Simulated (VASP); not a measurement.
BN: single point with PBEsol

Crystal: BN.

```
B N
1.0
     0.00000    3.62988    2.24948
     1.29982    0.00000    2.24948
     1.29982    3.62988    0.00000
B N
1 1
Direct
  0.00005 0.00005 0.99995
  0.66667 0.66667 0.33333
```

```json
{
 "Program": "VASP 6.6.1",
 "Task": "single point",
 "Functional": "PBEsol",
 "Potentials or basis": "VASP PAW PBE potentials, release 64 (B, N)",
 "Cutoff": "520 eV",
 "k mesh": "10 × 10 × 10",
 "Occupations": "gaussian, width 0.01 eV",
 "Spin": "no spin polarisation"
}
```

The pressure is -20.7 GPa, the largest force is 0.007 eV/Å and the band gap on the k mesh is 3.72 eV, indirect (least direct gap 4.41 eV).

Forces on the atoms (eV/Å):
```
B    0.000  0.000  0.007
N    0.000  0.000 -0.007
```

Stress tensor (GPa, compression positive):
```
-30.94   0.00   0.00
  0.00  -0.26   0.00
  0.00   0.00 -30.87
```

Levels at points of the mesh, in eV from the valence-band top:
```csv
k point,band 1,band 2,band 3,band 4,band 5,band 6,band 7,band 8
"(0.00, 0.00, 0.00)",-17.08,-4.01,-1.45,-1.44,4.57,10.62,10.67,11.69
"(0.50, 0.00, 0.00)",-14.22,-8.50,-3.98,-0.85,4.40,8.67,12.48,14.66
"(0.50, 0.50, 0.00)",-14.25,-8.57,-3.97,-0.43,5.38,8.36,11.51,12.99
"(0.50, 0.00, 0.50)",-16.93,-5.45,-1.46,-1.44,8.84,10.00,10.58,10.66
"(0.00, 0.50, 0.50)",-14.17,-8.41,-4.00,-1.23,3.72,8.73,13.54,16.80
```

It took 16 s on 1 thread of Intel(R) Xeon(R) 6975P-C (Granite Rapids), with other jobs on the host, peak memory 0.17 GiB.

Caveat: the PAW data sets were made with another functional, which shifts forces and pressure a little. A k mesh can miss the band edges.
